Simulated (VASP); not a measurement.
Input of a VASP 6.6.1 run:

Contents of POSCAR:

```
CsPbCl3
1.0
    5.6770717179      0.0000000000      0.0000000000
    0.0000000000      5.6770717179      0.0000000000
    0.0000000000      0.0000000000      5.6770717179
Cs Pb Cl
1 1 3
Direct
    0.0000000000      0.0000000000      0.0000000000
    0.5000000000      0.5000000000      0.5000000000
    0.5000000000      0.5000000000      0.0000000000
    0.5000000000      0.0000000000      0.5000000000
    0.0000000000      0.5000000000      0.5000000000
```

File INCAR.step1:

```
SYSTEM = CsPbCl3
  PREC = Accurate
  ENCUT = 520
  ISMEAR = -1
  SIGMA = 0.02
  LREAL = .FALSE.
  LASPH = .TRUE.
  NELM = 80
  NBANDS = 30
  GGA = PE
  ALGO = Normal
  EDIFF = 1E-4
  LWAVE = .TRUE.
  LCHARG = .FALSE.
```

INCAR.step2

```
SYSTEM = CsPbCl3
  PREC = Accurate
  ENCUT = 520
  EDIFF = 1E-6
  ISMEAR = -1
  SIGMA = 0.02
  LREAL = .FALSE.
  LASPH = .TRUE.
  NELM = 80
  ALGO = Normal
  ISIF = 2
  LWAVE = .FALSE.
  LCHARG = .TRUE.
  METAGGA = R2SCAN
  LMIXTAU = .TRUE.
  LELF = .TRUE.
  LVHAR = .TRUE.
  NBANDS = 30
  ISTART = 1
```

Contents of KPOINTS:

```
regular mesh
0
G
  4 4 4
  0 0 0
```

Potentials or basis: VASP PAW PBE potentials, release 64 (Cs_sv, Pb_d, Cl).

The run is started by

```bash
$ cat potpaw_PBE.64/Cs_sv/POTCAR potpaw_PBE.64/Pb_d/POTCAR potpaw_PBE.64/Cl/POTCAR > POTCAR
$ cp INCAR.step1 INCAR
$ mpirun -np 1 vasp_std > vasp.out
$ cp INCAR.step2 INCAR
$ mpirun -np 1 vasp_std > vasp.out
```

(1) Predict the pressure.

(2) Estimate the band gap on the k mesh.

Answers

(1) 0.0 GPa.

(2) 2.48 eV, direct.

Caveat: the PAW data sets were made with another functional, which shifts forces and pressure a little; spin-orbit coupling is left out, which moves the levels of the heavy elements.
